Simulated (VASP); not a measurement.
# KI (Fm-3m) in VASP: further runs

The runs below take KI through elastic constants, with PBEsol.

All numbers are computed with VASP 6.6.1; they aren't measurements. Logs are shortened: lines on timing, memory, paths and dates and some standing lists are left out, and cuts for length are marked.

## Step 1: The cell of the first run

Symmetry: Fm-3m, No. 225, cubic system. The conventional cell has a = 6.848 Å, b = 6.848 Å, c = 6.848 Å, α = 90.00°, β = 90.00°, γ = 90.00°. Within 4.5 Å of K (site symmetry m-3m) lie 6 I at 3.42 Å. I (site symmetry m-3m) has 6 K at 3.42 Å within 4.5 Å.

## Step 2: Elastic constants, PBEsol

INCAR reads:

```
  ALGO = Normal
  EDIFF = 1E-8
  ENCUT = 600
  GGA = PS
  IBRION = 6
  ISIF = 3
  ISMEAR = 0
  LASPH = T
  LCHARG = T
  LREAL = F
  LWAVE = F
  NELM = 60
  NFREE = 2
  NSW = 1
  POTIM = 0.015
  PREC = Accurate
  SIGMA = 0.01
```

KPOINTS reads:

```
k-points
0
Gamma
  6 6 6
```

POSCAR reads:

```
KI
1.0
    0.0000000000      3.4240507631      3.4240507631
    3.4240507631      0.0000000000      3.4240507631
    3.4240507631      3.4240507631      0.0000000000
K I
1 1
Direct
    0.0000000000      0.0000000000      0.0000000000
    0.5000000000      0.5000000000      0.5000000000
```

Potentials or basis: VASP PAW PBE potentials, release 64 (K_sv, I).

Command:

```console
$ cat potpaw_PBE.64/K_sv/POTCAR potpaw_PBE.64/I/POTCAR > POTCAR
$ mpirun -np 1 vasp_std > vasp.out
```

OUTCAR:

```text
EDIFF = 1E-8
   ENCUT = 600
   GGA = PS
   IBRION = 6
   ISIF = 3
   ISMEAR = 0
   LASPH = T
   LREAL = F
   NELM = 60
   NFREE = 2
   NSW = 1
   POTIM = 0.015
   PREC = Accurate

 ion  position               nearest neighbor table
   1  0.000  0.000  0.000-   2 3.42   2 3.42   2 3.42   2 3.42   2 3.42   2 3.42
   2  0.500  0.500  0.500-   1 3.42   1 3.42   1 3.42   1 3.42   1 3.42   1 3.42

  LATTYP: Found a face centered cubic cell.
 ALAT       =     6.8481015262

  Lattice vectors:

 A1 = (   0.0000000000,   3.4240507631,   3.4240507631)
 A2 = (   3.4240507631,   0.0000000000,   3.4240507631)
 A3 = (   3.4240507631,   3.4240507631,   0.0000000000)

Analysis of symmetry for initial positions (statically):
=====================================================================
 Subroutine PRICEL returns:
 Original cell was already a primitive cell.

 Routine SETGRP: Setting up the symmetry group for a
 face centered cubic supercell.

 Subroutine GETGRP returns: Found 48 space group operations
 (whereof 48 operations were pure point group operations)
 out of a pool of 48 trial point group operations.

The static configuration has the point symmetry O_h .

Analysis of symmetry for dynamics (positions and initial velocities):
=====================================================================
 Subroutine PRICEL returns:
 Original cell was already a primitive cell.

 Routine SETGRP: Setting up the symmetry group for a
 face centered cubic supercell.

 Subroutine GETGRP returns: Found 48 space group operations
 (whereof 48 operations were pure point group operations)
 out of a pool of 48 trial point group operations.

The dynamic configuration has the point symmetry O_h .

 Subroutine INISYM returns: Found 48 space group operations
 (whereof 48 operations are pure point group operations),
 and found     1 'primitive' translations

[... 1052 lines left out ...]
      3     -11.7900      2.00000
      4     -11.7518      2.00000
      5     -10.3441      2.00000
      6      -1.0989      2.00000
      7      -0.8905      2.00000
      8      -0.4621      2.00000
      9       5.8825      0.00000
     10       7.1951      0.00000
     11       7.2429      0.00000
     12       8.4360      0.00000

 [... further k-points ...]

------------------------ aborting loop because EDIFF is reached ----------------------------------------

  FORCE on cell =-STRESS in cart. coord.  units (eV):
  Direction    XX          YY          ZZ          XY          YZ          ZX
  --------------------------------------------------------------------------------------
  -------------------------------------------------------------------------------------
  Total        0.5311838      0.5287368      0.5287368      0.0000000      0.0000000      0.0000000
  in kB       10.5999743     10.5511432     10.5511432      0.0000000      0.0000000      0.0000000
  external PRESSURE =      10.5674202 kB  Pullay stress =       0.0000000 kB
[... 17 lines left out ...]
  FREE ENERGIE OF THE ION-ELECTRON SYSTEM (eV)
  ---------------------------------------------------
  free  energy   TOTEN  =        -5.7971475239 eV

  energy  without entropy=       -5.7971475239  energy(sigma->0) =       -5.79714752

 INTERNAL STRAIN TENSORS FROM STRAINED CELLS
 ============================================

 INTERNAL STRAIN TENSOR FOR ION    1 for displacements in x,y,z  (eV/Angst):
          X           Y           Z          XY          YZ          ZX
  --------------------------------------------------------------------------------
  x     0.00000    -0.00000    -0.00000     0.00000     0.00000    -0.00000
  y    -0.00000    -0.00000     0.00000     0.00000    -0.00000     0.00000
  z    -0.00000     0.00000    -0.00000     0.00000     0.00000    -0.00000

 INTERNAL STRAIN TENSORS FROM DISPLACED ATOMS
 ============================================

 INTERNAL STRAIN TENSOR FOR ION    1 for displacements in x,y,z  (eV/Angst):
          X           Y           Z          XY          YZ          ZX
  --------------------------------------------------------------------------------
  x     0.00000     0.00000     0.00000     0.00000     0.00000     0.00000
  y     0.00000     0.00000     0.00000     0.00000     0.00000     0.00000
  z     0.00000     0.00000     0.00000     0.00000     0.00000     0.00000

 INTERNAL STRAIN TENSOR FOR ION    2 for displacements in x,y,z  (eV/Angst):
          X           Y           Z          XY          YZ          ZX
  --------------------------------------------------------------------------------
  x     0.00000     0.00000     0.00000     0.00000     0.00000     0.00000
  y     0.00000     0.00000     0.00000     0.00000     0.00000     0.00000
  z     0.00000     0.00000     0.00000     0.00000     0.00000     0.00000

 Eigenvectors and eigenvalues of the dynamical matrix
 ----------------------------------------------------

   1 f  =    3.507005 THz    22.035159 2PiTHz  116.981079 cm-1    14.503799 meV
             X         Y         Z           dx          dy          dz
      0.000000  0.000000  0.000000    -0.874300    0.000000    0.000000
      3.424051  3.424051  3.424051     0.485385    0.000000    0.000000
[... 21 lines left out ...]
   6 f/i=    0.000297 THz     0.001864 2PiTHz    0.009893 cm-1     0.001227 meV
             X         Y         Z           dx          dy          dz
      0.000000  0.000000  0.000000     0.000000   -0.485385    0.000000
      3.424051  3.424051  3.424051     0.000000   -0.874300    0.000000

--------------------------------------------------------------------------------------------------------

 ELASTIC MODULI CONTR FROM IONIC RELAXATION (kBar)
 Direction    XX          YY          ZZ          XY          YZ          ZX
 --------------------------------------------------------------------------------
 XX           0.0000      0.0000      0.0000      0.0000      0.0000      0.0000
 YY           0.0000      0.0000      0.0000      0.0000      0.0000      0.0000
 ZZ           0.0000      0.0000      0.0000      0.0000      0.0000      0.0000
 XY           0.0000      0.0000      0.0000      0.0000      0.0000      0.0000
 YZ           0.0000      0.0000      0.0000      0.0000      0.0000      0.0000
 ZX           0.0000      0.0000      0.0000      0.0000      0.0000      0.0000
 --------------------------------------------------------------------------------

 TOTAL ELASTIC MODULI (kBar)
 Direction    XX          YY          ZZ          XY          YZ          ZX
 --------------------------------------------------------------------------------
 XX         417.0317     35.0275     35.0275      0.0000     -0.0000      0.0000
 YY          35.0275    417.0317     35.0275      0.0000     -0.0000      0.0000
 ZZ          35.0275     35.0275    417.0317     -0.0000      0.0000      0.0000
 XY           0.0000      0.0000     -0.0000     30.5539      0.0000      0.0000
 YZ          -0.0000     -0.0000      0.0000      0.0000     30.5539      0.0000
 ZX           0.0000      0.0000      0.0000      0.0000      0.0000     30.5539
 --------------------------------------------------------------------------------
```

It took 5.7 min on 1 thread of Intel Xeon 6975P-C (Granite Rapids), shared host; peak memory 0.33 GiB.

What came out:

```yaml
Elastic_constants_C11_C12_C44: 42, 4, 3 GPa
Voigt_bulk_modulus: 16 GPa
Highest_phonon_frequency_at_Γ_LO-TO_splitting_left_out: 117 cm⁻¹
```

Phonon frequencies in cm⁻¹ (negative: imaginary):
| q point | frequencies |
| --- | --- |
| (0.000, 0.000, 0.000) | 0 0 0 117 117 117 |

Elastic tensor in Voigt notation (GPa, in the Cartesian axes of the cell as first typed):
```
42  4  4  0  0  0
 4 42  4  0  0  0
 4  4 42  0  0  0
 0  0  0  3  0  0
 0  0  0  0  3  0
 0  0  0  0  0  3
```

Clamped-ion elastic tensor (GPa):
```
42  4  4  0  0  0
 4 42  4  0  0  0
 4  4 42  0  0  0
 0  0  0  3  0  0
 0  0  0  0  3  0
 0  0  0  0  0  3
```

Caveat: the cell is under stress, which shifts elastic constants; the PAW data sets were made with another functional, which shifts forces and pressure a little; spin-orbit coupling is left out, which moves the levels of the heavy elements.

## Step 3: Elastic constants, PBEsol

This run uses another cell than the first one, of 42.97 Å³/atom.

INCAR reads:

```
SYSTEM = KI
ALGO = Normal ; EDIFF = 1E-8
ENCUT = 600 ; GGA = PS
IBRION = 6 ; ISIF = 3
ISMEAR = 0 ; LASPH = .TRUE.
LCHARG = .FALSE. ; LREAL = .FALSE.
LWAVE = .FALSE. ; NELM = 100
NFREE = 2 ; NSW = 1
POTIM = 0.015 ; PREC = Accurate
SIGMA = 0.01
```

KPOINTS reads:

```
k-points
0
G
  6 6 6
  0 0 0
```

POSCAR reads:

```
KI
1.0
    0.0000000000      3.5024818114      3.5024818114
    3.5024818114      0.0000000000      3.5024818114
    3.5024818114      3.5024818114      0.0000000000
K I
1 1
Direct
    0.0000000000      0.0000000000      0.0000000000
    0.5000000000      0.5000000000      0.5000000000
```

Potentials or basis: VASP PAW PBE potentials, release 64 (K_sv, I).

Command:

```console
$ cat potpaw_PBE.64/K_sv/POTCAR potpaw_PBE.64/I/POTCAR > POTCAR
$ mpirun -np 1 vasp_std > vasp.out
```

Run time: 5.9 min. Hardware: 1 thread of Intel Xeon 6975P-C (Granite Rapids), shared host; peak memory 0.34 GiB.

The run converged. Its results:

* Elastic constants C11, C12, C44: 30, 3, 3 GPa
* Voigt bulk modulus: 12 GPa
* Highest phonon frequency at Γ, LO-TO splitting left out: 100 cm⁻¹

Phonon frequencies in cm⁻¹ (negative: imaginary):
| q point | frequencies |
| --- | --- |
| (0.000, 0.000, 0.000) | 0 0 0 100 100 100 |

Elastic tensor in Voigt notation (GPa, in the Cartesian axes of the cell as first typed):
```
30  3  3  0  0  0
 3 30  3  0  0  0
 3  3 30  0  0  0
 0  0  0  3  0  0
 0  0  0  0  3  0
 0  0  0  0  0  3
```

Clamped-ion elastic tensor (GPa):
```
30  3  3  0  0  0
 3 30  3  0  0  0
 3  3 30  0  0  0
 0  0  0  3  0  0
 0  0  0  0  3  0
 0  0  0  0  0  3
```

Caveat: the PAW data sets were made with another functional, which shifts forces and pressure a little; spin-orbit coupling is left out, which moves the levels of the heavy elements.
